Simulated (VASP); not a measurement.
Set up this calculation in VASP 6.6.1, as the native input.

- Task: single point
- Functional: PBE
- Potentials or basis: VASP PAW PBE potentials, release 64 (Si)
- Cutoff: 400 eV
- k mesh: 2 × 2 × 2
- Occupations: gaussian, width 0.02 eV
- Spin: no spin polarisation
- Dipole correction: no
- Further INCAR settings: LREAL = Auto; ALGO = Normal; EDIFF = 1e-06; NBANDS = 138

The structure of Si (a cell with a defect) lies in POSCAR:

```
Si
1.0
    8.2051406440      0.0000000000      8.2051406440
    8.2051406440      8.2051406440      0.0000000000
    0.0000000000      8.2051406440      8.2051406440
Si
53
Direct
    0.1946489487      0.1946489487      0.1946487049
    0.2478841117      0.5802463610      0.2478842336
    0.2504229469      0.9339056858      0.2504228250
    0.5802464219      0.2478841726      0.2478841726
    0.5812055158      0.5812055158      0.2495302748
    0.5832523424      0.9160615066      0.2493913985
    0.9339056248      0.2504230079      0.2504228860
    0.9160614456      0.5832522814      0.2493914594
    0.9188354383      0.9188354383      0.2501542739
    0.2478841726      0.2478841726      0.5802465438
    0.2495301530      0.5812056376      0.5812056376
    0.2493915204      0.9160615066      0.5832522205
    0.5812055767      0.2495302139      0.5812055767
    0.5824167686      0.5824167686      0.5824168905
    0.5829674600      0.9161946548      0.5829674600
    0.9160615066      0.2493915204      0.5832522205
    0.9161946548      0.5829674600      0.5829674600
    0.9168692929      0.9168694147      0.5835203451
    0.2504229469      0.2504229469      0.9339055639
    0.2493913985      0.5832522205      0.9160616284
    0.2501543348      0.9188353774      0.9188353774
    0.5832522205      0.2493913985      0.9160616284
    0.5829674600      0.5829674600      0.9161946548
    0.5835204060      0.9168692319      0.9168693538
    0.9188353774      0.2501543348      0.9188353774
    0.9168692319      0.5835204060      0.9168693538
    0.9169606380      0.9169606380      0.9169605161
    0.1660585795      0.4884405002      0.1660588233
    0.1686949146      0.8385600928      0.1686947927
    0.4884406220      0.1660585795      0.1660588233
    0.4977429611      0.4977430829      0.1661669262
    0.4999059953      0.8320861636      0.1674195556
    0.8385600928      0.1686949146      0.1686947927
    0.8320861636      0.4999059953      0.1674195556
    0.8358650750      0.8358650750      0.1661690590
    0.1660586404      0.1660586404      0.4884408048
    0.1661669262      0.4977430829      0.4977430829
    0.1674195556      0.8320862854      0.4999058734
    0.4977429611      0.1661669262      0.4977430829
    0.4990024763      0.4990025982      0.4990025982
    0.4997658392      0.8325336879      0.4997658392
    0.8320862854      0.1674195556      0.4999058734
    0.8325336270      0.4997659002      0.4997659002
    0.8332529930      0.8332529930      0.5004161633
    0.1686948536      0.1686947318      0.8385601538
    0.1674194946      0.4999059343      0.8320863464
    0.1661692418      0.8358650141      0.8358650141
    0.4999059343      0.1674194946      0.8320863464
    0.4997658392      0.4997658392      0.8325336879
    0.5004161633      0.8332529930      0.8332529930
    0.8358650750      0.1661691809      0.8358649532
    0.8332529930      0.5004161633      0.8332529930
    0.8335461629      0.8335461629      0.8335461629
```

One way to write it, as run:

INCAR

```
SYSTEM = Si
PREC = Accurate ; ENCUT = 400
EDIFF = 1E-6 ; ISMEAR = 0
SIGMA = 0.02 ; LREAL = Auto
LASPH = .True. ; NELM = 120
ALGO = Normal ; ISIF = 2
LWAVE = .False. ; LCHARG = .False.
GGA = PE ; NBANDS = 138
GGA_COMPAT = .False.
```

KPOINTS

```
regular mesh
0
Gamma
  2 2 2
  0 0 0
```

Potentials or basis: VASP PAW PBE potentials, release 64 (Si).

Command:

```sh
$ cat potpaw_PBE.64/Si/POTCAR > POTCAR
$ mpirun -np 1 vasp_std > vasp.out
```

It gave:

The pressure is -1.5 GPa. The largest force is 0.560 eV/Å and the band gap on the k mesh is zero (bands 106 and 107 overlap by 0.34 eV).

It took 27 min on 1 thread of Oxide Virtual Turin-like Processor (shared host), peak memory 0.97 GiB.
